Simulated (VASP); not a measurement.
Write the native input for VASP 6.6.1 that does the following.

```
Task                   : single point
Functional             : r2SCAN
Potentials or basis    : VASP PAW PBE potentials, release 64 (In_d)
Cutoff                 : 520 eV
k mesh                 : 18 × 18 × 18
Occupations            : gaussian, width 0.1 eV
Spin                   : no spin polarisation
Dipole correction      : no
Further INCAR settings : ALGO = Normal; EDIFF = 1e-06; NBANDS = 12
```

Crystal: In.

```xyz
1
Lattice="-1.6102 1.6102 2.5267 1.6102 -1.6102 2.5267 1.6102 1.6102 -2.5267" Properties=species:S:1:pos:R:3 pbc="T T T"
In    0.0000    0.0000    0.0000
```

These files were run (other wordings do the same):

POSCAR

```
In
1.0
   -1.6101528169      1.6101528169      2.5267134417
    1.6101528169     -1.6101528169      2.5267134417
    1.6101528169      1.6101528169     -2.5267134417
In
1
Direct
    0.0000000000      0.0000000000      0.0000000000
```

INCAR.step1

```
ALGO     = Normal         # electronic algorithm
EDIFF    = 1E-4           # SCF threshold, eV
ENCUT    = 520            # plane-wave cutoff, eV
GGA      = PE             # functional
ISMEAR   = 0              # smearing method
LASPH    = True           # aspherical terms in the spheres
LCHARG   = False          # write CHGCAR
LREAL    = False          # projectors in reciprocal space
LWAVE    = True           # write WAVECAR
NBANDS   = 12             # bands
NELM     = 80             # most SCF steps
PREC     = Accurate       # precision mode
SIGMA    = 0.1            # smearing width, eV
```

INCAR.step2

```
ALGO     = Normal         # electronic algorithm
EDIFF    = 1E-6           # SCF threshold, eV
ENCUT    = 520            # plane-wave cutoff, eV
ISIF     = 2              # what is computed and relaxed
ISMEAR   = 0              # smearing method
ISTART   = 1            
LASPH    = True           # aspherical terms in the spheres
LCHARG   = False          # write CHGCAR
LMIXTAU  = True         
LREAL    = False          # projectors in reciprocal space
LWAVE    = False          # write WAVECAR
METAGGA  = R2SCAN         # meta-GGA
NBANDS   = 12             # bands
NELM     = 80             # most SCF steps
PREC     = Accurate       # precision mode
SIGMA    = 0.1            # smearing width, eV
```

KPOINTS

```
k-points
0
Gamma
  18 18 18
```

Potentials or basis: VASP PAW PBE potentials, release 64 (In_d).

Run with:

```console
$ cat potpaw_PBE.64/In_d/POTCAR > POTCAR
$ cp INCAR.step1 INCAR
$ mpirun -np 1 vasp_std > vasp.out
$ cp INCAR.step2 INCAR
$ mpirun -np 1 vasp_std > vasp.out
```

Results of the run:

```
Pressure               : 0.0 GPa
Band gap on the k mesh : zero (an odd number of electrons rules out a gap without spin polarisation)
```

Caveat: the PAW data sets were made with another functional, which shifts forces and pressure a little; spin-orbit coupling is left out, which moves the levels of the heavy elements.

It took 18 min on 1 thread of Intel Xeon 8259CL, with other jobs on the host, peak memory 0.28 GiB.
